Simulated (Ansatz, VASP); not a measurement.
Two plane-wave programs on Ta

INCAR

```
ALGO = Normal ; EDIFF = 1E-7
ENCUT = 520 ; GGA = PS
ISIF = 2 ; ISMEAR = 0
LASPH = T ; LCHARG = T
LELF = T ; LREAL = F
LVHAR = T ; LWAVE = F
NBANDS = 18 ; NELM = 60
PREC = Accurate ; SIGMA = 0.1
```

File KPOINTS:

```
k-points
0
Gamma
  14 14 7
```

Contents of POSCAR:

```
Ta
1.0
    2.9003720000      0.0000000000      0.0000000000
   -1.4501860000      2.5117960000      0.0000000000
    0.0000000000      0.0000000000      5.2179367400
Ta
2
Direct
    0.6666666667      0.3333333333      0.7500000000
    0.3333333333      0.6666666667      0.2500000000
```

Input for Ansatz:

```yaml
crystal:
  lattice:
    - [2.900372, 0.0, 0.0]
    - [-1.450186, 2.511796, 0.0]
    - [0.0, 0.0, 5.21793674]
  atoms:
    - { symbol: Ta, position: [0.6666666666666666, 0.3333333333333333, 0.75] }
    - { symbol: Ta, position: [0.3333333333333333, 0.6666666666666666, 0.25] }
basis:
  ecutwfc: 557.833418042754
kpoints:
  mp_grid:
    grid: [14, 14, 7]
hamiltonian:
  xc: pbesol
scf:
  occupations:
    method: gaussian
    width: 0.1
output:
  stress: true
```

Alike in both runs: task single point; functional PBEsol; k mesh 14 × 14 × 7; occupations gaussian, width 0.1 eV; no spin polarisation.

```csv
,VASP,Ansatz
version,VASP 6.6.1,Ansatz 0.2.0
potentials or method,"VASP PAW PBE potentials, release 64 (Ta_pv), cutoff 520 eV","plane waves, PAW"
valence electrons in the cell,22,26
```

```tsv
	VASP	Ansatz	Ansatz less VASP
pressure (GPa)	-8.5	-8.5	-0.08
traceless stress, the component that is largest in VASP (GPa)	-1.46	-1.46	-0.007
```

VASP's potentials were made for PBE, not for PBEsol. VASP's potentials hold 22 valence electrons a cell and Ansatz's 26, so a difference there can come from the potentials and not from the codes.

Neither program's run includes spin-orbit coupling.
